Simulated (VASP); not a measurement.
# CsPbCl3 (Pm-3m) in VASP: further runs, part 2 of 2

VASP 6.6.1.

### Step 4. Single point, PBE (36.23 Å³/atom)

This run uses another cell than the first one, of 36.23 Å³/atom.

INCAR

```
PREC     = Accurate       # precision mode
ENCUT    = 520            # plane-wave cutoff, eV
EDIFF    = 1E-6           # SCF threshold, eV
ISMEAR   = 0              # smearing method
SIGMA    = 0.05           # smearing width, eV
LREAL    = False          # projectors in reciprocal space
LASPH    = True           # aspherical terms in the spheres
NELM     = 80             # most SCF steps
ALGO     = Normal         # electronic algorithm
ISIF     = 2              # what is computed and relaxed
LWAVE    = False          # write WAVECAR
LCHARG   = False          # write CHGCAR
GGA      = PE             # functional
NBANDS   = 30             # bands
```

KPOINTS

```
Automatic mesh
0
Gamma
  6 6 6
```

POSCAR

```
CsPbCl3
1.0
    5.6581565134      0.0000000000      0.0000000000
    0.0000000000      5.6581565134      0.0000000000
    0.0000000000      0.0000000000      5.6581565134
Cs Pb Cl
1 1 3
Direct
    0.0000000000      0.0000000000      0.0000000000
    0.5000000000      0.5000000000      0.5000000000
    0.0000000000      0.5000000000      0.5000000000
    0.5000000000      0.5000000000      0.0000000000
    0.5000000000      0.0000000000      0.5000000000
```

Potentials or basis: VASP PAW PBE potentials, release 64 (Cs_sv, Pb_d, Cl).

The run is started by

```sh
> cat potpaw_PBE.64/Cs_sv/POTCAR potpaw_PBE.64/Pb_d/POTCAR potpaw_PBE.64/Cl/POTCAR > POTCAR
> mpirun -np 1 vasp_std > vasp.out
```

OUTCAR:

```text
PREC = Accurate
   ENCUT = 520
   EDIFF = 1E-6
   ISMEAR = 0
   LREAL = False
   LASPH = True
   NELM = 80
   ISIF = 2
   GGA = PE

 ion  position               nearest neighbor table
   1  0.000  0.000  0.000-
   2  0.500  0.500  0.500-   3 2.83   4 2.83   5 2.83   4 2.83   5 2.83   3 2.83
   3  0.000  0.500  0.500-   2 2.83   2 2.83
   4  0.500  0.500  0.000-   2 2.83   2 2.83
   5  0.500  0.000  0.500-   2 2.83   2 2.83

  LATTYP: Found a simple cubic cell.
 ALAT       =     5.6581565134

  Lattice vectors:

 A1 = (   5.6581565134,   0.0000000000,   0.0000000000)
 A2 = (   0.0000000000,   5.6581565134,   0.0000000000)
 A3 = (   0.0000000000,   0.0000000000,   5.6581565134)

Analysis of symmetry for initial positions (statically):
=====================================================================
 Subroutine PRICEL returns:
 Original cell was already a primitive cell.

 Routine SETGRP: Setting up the symmetry group for a
 simple cubic supercell.

[... 164 lines left out ...]

  energy without entropy =      -17.54310394  energy(sigma->0) =      -17.54310394

 E-fermi :   1.6570     XC(G=0):  -7.6998

 val. band max:        1.4469064674   @ k =   0.5000   0.5000   0.5000
 cond. band min:       3.5084765173   @ k =   0.5000   0.5000   0.5000
 fundamental gap:      2.0615700499
 Fermi energy:         1.6570023351

 k-point     1 :       0.0000    0.0000    0.0000
  band No.  band energies     occupation
      1     -19.7788      2.00000
      2     -15.2306      2.00000
      3     -15.2306      2.00000
      4     -15.0240      2.00000
      5     -15.0240      2.00000
      6     -15.0240      2.00000
[... 649 lines left out ...]
     29       7.1548      0.00000
     30       8.3276      0.00000

------------------------ aborting loop because EDIFF is reached ----------------------------------------

  FORCE on cell =-STRESS in cart. coord.  units (eV):
  Direction    XX          YY          ZZ          XY          YZ          ZX
  --------------------------------------------------------------------------------------
  -------------------------------------------------------------------------------------
  Total        1.0525323      1.0525323      1.0525323     -0.0000000     -0.0000000      0.0000000
  in kB        9.3093879      9.3093879      9.3093879     -0.0000000     -0.0000000      0.0000000
  external PRESSURE =       9.3093879 kB  Pullay stress =       0.0000000 kB

 VOLUME and BASIS-vectors are now :
 -----------------------------------------------------------------------------
  energy-cutoff  :      520.00
  volume of cell :      181.14
      direct lattice vectors                 reciprocal lattice vectors
     5.658156513  0.000000000  0.000000000     0.176736009  0.000000000  0.000000000
     0.000000000  5.658156513  0.000000000     0.000000000  0.176736009  0.000000000
     0.000000000  0.000000000  5.658156513     0.000000000  0.000000000  0.176736009

 POSITION                                       TOTAL-FORCE (eV/Angst)
 -----------------------------------------------------------------------------------
      0.00000      0.00000      0.00000         0.000000      0.000000      0.000000
      2.82908      2.82908      2.82908         0.000000      0.000000      0.000000
      0.00000      2.82908      2.82908         0.000000      0.000000      0.000000
      2.82908      2.82908      0.00000         0.000000      0.000000      0.000000
      2.82908      0.00000      2.82908         0.000000      0.000000      0.000000
 -----------------------------------------------------------------------------------
    total drift:                                0.000000     -0.000000     -0.000000

  FREE ENERGIE OF THE ION-ELECTRON SYSTEM (eV)
  ---------------------------------------------------
  free  energy   TOTEN  =       -17.5431039353 eV

  energy  without entropy=      -17.5431039353  energy(sigma->0) =      -17.54310394
```

OSZICAR:

```text
N       E                     dE             d eps       ncg     rms          rms(c)
DAV:   1     0.413180583425E+03    0.41318E+03   -0.19268E+04  1200   0.133E+03
DAV:   2     0.323943006821E+02   -0.38079E+03   -0.36432E+03  1428   0.314E+02
DAV:   3    -0.164448981998E+02   -0.48839E+02   -0.48177E+02  1520   0.120E+02
DAV:   4    -0.183775277736E+02   -0.19326E+01   -0.19261E+01  1578   0.307E+01
DAV:   5    -0.184390036042E+02   -0.61476E-01   -0.61440E-01  1514   0.470E+00    0.518E+00
DAV:   6    -0.175712354820E+02    0.86777E+00   -0.15267E+00  1724   0.129E+01    0.337E+00
DAV:   7    -0.175298011234E+02    0.41434E-01   -0.61230E-01  1796   0.443E+00    0.189E+00
DAV:   8    -0.175449684314E+02   -0.15167E-01   -0.80958E-02  1708   0.224E+00    0.286E-01
DAV:   9    -0.175424677273E+02    0.25007E-02   -0.18379E-02  1866   0.107E+00    0.134E-01
DAV:  10    -0.175430262847E+02   -0.55856E-03   -0.19429E-03  1468   0.253E-01    0.548E-02
DAV:  11    -0.175431023121E+02   -0.76027E-04   -0.18877E-04  1642   0.109E-01    0.111E-02
DAV:  12    -0.175431038419E+02   -0.15298E-05   -0.25878E-05  1646   0.573E-02    0.351E-03
DAV:  13    -0.175431039353E+02   -0.93416E-07   -0.23438E-06  1496   0.978E-03
   1 F= -.17543104E+02 E0= -.17543104E+02  d E =-.280537E-11
```

stdout:

```text
POSCAR found type information on POSCAR CsPbCl
 POSCAR found :  3 types and       5 ions
 scaLAPACK will be used
 LDA part: xc-table for (Slater+PW92), standard interpolation
 POSCAR, INCAR and KPOINTS ok, starting setup
 FFT: planning ... GRIDC
 FFT: planning ... GRID_SOFT
 FFT: planning ... GRID
 WAVECAR not read
 entering main loop
```

Wall time 2.9 min (1 thread of Intel Xeon 8259CL, shared host); peak memory 0.32 GiB.

Results:

```
Free energy            : -17.5431 eV
Pressure               : 0.9 GPa
Band gap on the k mesh : 2.06 eV
```

Caveat: spin-orbit coupling is left out, which moves the levels of the heavy elements.

### Step 5. Single point, PBE (36.98 Å³/atom)

This run uses another cell than the first one, of 36.98 Å³/atom.

INCAR

```
  PREC = Accurate
  ENCUT = 520
  EDIFF = 1E-6
  ISMEAR = 0
  SIGMA = 0.05
  LREAL = False
  LASPH = True
  NELM = 100
  ALGO = Normal
  ISIF = 2
  LWAVE = False
  LCHARG = False
  GGA = PE
  NBANDS = 30
```

KPOINTS is that of step 4.

POSCAR: that of step 4 with these lines changed.

```diff
@@ -2,5 +2,5 @@
 1.0
-    5.6581565134      0.0000000000      0.0000000000
-    0.0000000000      5.6581565134      0.0000000000
-    0.0000000000      0.0000000000      5.6581565134
+    5.6971795156      0.0000000000      0.0000000000
+    0.0000000000      5.6971795156      0.0000000000
+    0.0000000000      0.0000000000      5.6971795156
 Cs Pb Cl
```

The run is started by

```sh
> cat potpaw_PBE.64/Cs_sv/POTCAR potpaw_PBE.64/Pb_d/POTCAR potpaw_PBE.64/Cl/POTCAR > POTCAR
> mpirun -np 1 vasp_std > vasp.out
```

Wall time 2.6 min (1 thread of Intel Xeon 8259CL, shared host); peak memory 0.32 GiB.

It converged, with:

| Item | Value |
| --- | --- |
| Free energy | -17.5600 eV |
| Pressure | 0.4 GPa |
| Band gap on the k mesh | 2.14 eV |

Levels at points of the mesh, in eV from the valence-band top:
```tsv
k point	band 18	band 19	band 20	band 21	band 22	band 23	band 24	band 25	band 26	band 27
(0.00, 0.00, 0.00)	-2.27	-2.27	-2.18	-2.18	-2.18	3.58	4.62	4.62	5.52	5.52
(0.50, 0.00, 0.00)	-2.36	-2.36	-2.27	-2.27	-1.51	3.12	4.91	5.39	5.39	5.46
(0.50, 0.50, 0.00)	-2.44	-2.44	-2.43	-1.89	-0.73	2.67	2.67	5.02	5.62	5.90
(0.50, 0.50, 0.50)	-2.43	-1.88	-1.88	-1.88	0.00	2.14	2.14	2.14	5.35	5.81
```

Caveat: spin-orbit coupling is left out, which moves the levels of the heavy elements.

### Step 6. Single point, PBE

This run uses another cell than the first one, of 37.74 Å³/atom.

INCAR

```
SYSTEM = CsPbCl3
ALGO = Normal ; EDIFF = 1E-6
ENCUT = 520 ; GGA = PE
ISIF = 2 ; ISMEAR = 0
LASPH = .True. ; LCHARG = .True.
LELF = .True. ; LREAL = .False.
LVHAR = .True. ; LWAVE = .False.
NBANDS = 30 ; NELM = 100
PREC = Accurate ; SIGMA = 0.05
```

KPOINTS

```
k-points
0
Gamma
  6 6 6
  0 0 0
```

POSCAR: that of step 5 with these lines changed.

```diff
@@ -2,5 +2,5 @@
 1.0
-    5.6971795156      0.0000000000      0.0000000000
-    0.0000000000      5.6971795156      0.0000000000
-    0.0000000000      0.0000000000      5.6971795156
+    5.7356751395      0.0000000000      0.0000000000
+    0.0000000000      5.7356751395      0.0000000000
+    0.0000000000      0.0000000000      5.7356751395
 Cs Pb Cl
```

Potentials or basis: VASP PAW PBE potentials, release 64 (Cs_sv, Pb_d, Cl).

The run is started by

```sh
> cat potpaw_PBE.64/Cs_sv/POTCAR potpaw_PBE.64/Pb_d/POTCAR potpaw_PBE.64/Cl/POTCAR > POTCAR
> mpirun -np 1 vasp_std > vasp.out
```

Run time: 3.9 min. Hardware: 1 thread of Intel Xeon 8259CL, shared host; peak memory 0.38 GiB.

Results (log left out):

| Property | Result |
| --- | --- |
| Free energy | -17.5654 eV |
| Pressure | 0.0 GPa |
| Band gap on the k mesh | 2.22 eV |

Levels at points of the mesh, in eV from the valence-band top:
```csv
k point,band 20,band 21,band 22,band 23,band 24,band 25
"(0.00, 0.00, 0.00)",-2.04,-2.04,-2.04,3.67,4.75,4.75
"(0.50, 0.00, 0.00)",-2.12,-2.12,-1.43,3.15,4.99,5.40
"(0.50, 0.50, 0.00)",-2.28,-1.75,-0.69,2.72,2.72,5.04
"(0.50, 0.50, 0.50)",-1.74,-1.74,0.00,2.22,2.22,2.22
```

Caveat: spin-orbit coupling is left out, which moves the levels of the heavy elements.

### Step 7. Overview

```tsv
cell	gap on the mesh (eV)	pressure (GPa)
a = 5.629 Å, 5 atoms	2.00	1.4
a = 5.642 Å, 5 atoms	2.03	1.2
a = 5.658 Å, 5 atoms	2.06	0.9
a = 5.697 Å, 5 atoms	2.14	0.4
a = 5.736 Å, 5 atoms	2.22	0.0
```

Alike in all rows: task single point; level PBE; potentials or basis VASP PAW PBE potentials, release 64 (Cs_sv, Pb_d, Cl); no spin polarisation; k mesh 6 × 6 × 6; cutoff (eV) 520; smearing gaussian 0.05 eV.

Caveats: spin-orbit coupling is left out, which moves the levels of the heavy elements.

Total energies depend on the potentials used, so only differences within one code and one set of settings carry meaning.
